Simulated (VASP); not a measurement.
Wanted: the native input for a VASP 6.6.1 run.

- Task: single point
- Functional: PBE
- Potentials or basis: VASP PAW PBE potentials, release 64 (Ir, Rh_pv)
- Cutoff: 520 eV
- k mesh: 6 × 6 × 4
- Occupations: gaussian, width 0.1 eV
- Spin: no spin polarisation
- Dipole correction: no
- Further INCAR settings: ALGO = Fast; EDIFF = 1e-07; NBANDS = 26

The structure of IrRh2 lies in POSCAR:

```
IrRh2
1.0
    2.7264573716      0.0000000000      0.0000000000
   -1.3632286858      2.3611813461      0.0000000000
    0.0000000000      0.0000000000      6.6247630190
Ir Rh
1 2
Direct
    0.0000000000      0.0000000000      0.5000000000
    0.6666666667      0.3333333333      0.8316315648
    0.3333333333      0.6666666667      0.1683684352
```

One way to write it, as run:

INCAR

```
SYSTEM = IrRh2
PREC = Accurate
ENCUT = 520
EDIFF = 1E-7
ISMEAR = 0
SIGMA = 0.1
LREAL = .False.
LASPH = .True.
NELM = 60
ALGO = Fast
ISIF = 2
LWAVE = .False.
LCHARG = .False.
GGA = PE
NBANDS = 26
```

KPOINTS

```
regular mesh
0
Gamma
  6 6 4
  0 0 0
```

Potentials or basis: VASP PAW PBE potentials, release 64 (Ir, Rh_pv).

Run with:

```bash
$ cat potpaw_PBE.64/Ir/POTCAR potpaw_PBE.64/Rh_pv/POTCAR > POTCAR
$ mpirun -np 1 vasp_std > vasp.out
```

Results of the run:

The pressure is 0.1 GPa and the largest force is 0.010 eV/Å.

Caveat: the k points lie up to 0.44 Å⁻¹ apart.

Wall time 46 s on 1 thread of Intel(R) Xeon(R) Platinum 8259CL CPU @ 2.50GHz (Skylake/Cascade Lake), with other jobs on the host, peak memory 0.16 GiB.
